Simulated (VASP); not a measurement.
A run of VASP 6.6.1 is set up as follows.

INCAR

```
SYSTEM = GaAs
PREC     = Accurate       ! precision mode
ENCUT    = 600            ! plane-wave cutoff, eV
EDIFF    = 1E-8           ! SCF threshold, eV
ISMEAR   = 0              ! smearing method
SIGMA    = 0.01           ! smearing width, eV
LREAL    = .FALSE.        ! projectors in reciprocal space
LASPH    = .TRUE.         ! aspherical terms in the spheres
NELM     = 80             ! most SCF steps
ALGO     = Normal         ! electronic algorithm
ISIF     = 3              ! what is computed and relaxed
LWAVE    = .FALSE.        ! write WAVECAR
LCHARG   = .TRUE.         ! write CHGCAR
NBANDS   = 16             ! bands
IBRION   = 6              ! ionic algorithm
NFREE    = 2            
POTIM    = 0.015          ! step
NSW      = 1              ! ionic steps
```

KPOINTS

```
Automatic mesh
0
G
  8 8 8
  0 0 0
```

File POSCAR:

```
GaAs
1.0
    0.0000000000      2.8014974874      2.8014974874
    2.8014974874      0.0000000000      2.8014974874
    2.8014974874      2.8014974874      0.0000000000
Ga As
1 1
Direct
    0.0000000000      0.0000000000      0.0000000000
    0.7500000000      0.7500000000      0.7500000000
```

Potentials or basis: VASP PAW LDA potentials, release 64 (Ga_d, As).

The run is started by

```bash
$ cat potpaw_LDA.64/Ga_d/POTCAR potpaw_LDA.64/As/POTCAR > POTCAR
$ mpirun -np 1 vasp_std > vasp.out
```

Problem. Predict the elastic constants C11, C12, C44.

Solution. 118, 54, 59 GPa.

Problem. What does it give for the Voigt bulk modulus?

Solution. 76 GPa.

Problem. What does it give for the highest phonon frequency at Γ, LO-TO splitting left out?

Solution. 271 cm⁻¹.

Clamped-ion elastic tensor (GPa):
```
118  54  54   0   0   0
 54 118  54   0   0   0
 54  54 118   0   0   0
  0   0   0  81   0   0
  0   0   0   0  81   0
  0   0   0   0   0  81
```
